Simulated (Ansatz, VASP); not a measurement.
## Two plane-wave programs on SnTe

```xyz
2
Lattice="0.0000 3.6111 3.6111 3.6111 0.0000 3.6111 3.6111 3.6111 0.0000" Properties=species:S:1:pos:R:3 pbc="T T T"
Sn    0.0000    0.0000    0.0000
Te    5.4167    5.4167    5.4367
```

Alike in both runs: task single point; functional r2SCAN; k mesh 4 × 4 × 4; no spin polarisation.

|  | VASP | Ansatz |
| --- | --- | --- |
| version | VASP 6.6.1 | Ansatz 0.2.0 |
| potentials or method | VASP PAW PBE potentials, release 64 (Sn_d, Te) | plane waves, PAW |
| plane-wave cutoff (eV) | 520 | 500 |
| occupations | gaussian, width 0.01 eV | fixed |
| valence electrons in the cell | 20 | 30 |

Ansatz gave:

```
rms of the force components (eV/Å) : 0.027
```

Problem. Estimate VASP's values.

Solution. rms of the force components (eV/Å): 0.028.

VASP's potentials were made for PBE, not for r2SCAN. Atom by atom the forces differ by 0.000 eV/Å (rms over components). VASP's potentials hold 20 valence electrons a cell and Ansatz's 30, so a difference there can come from the potentials and not from the codes.

Neither program's run includes spin-orbit coupling.
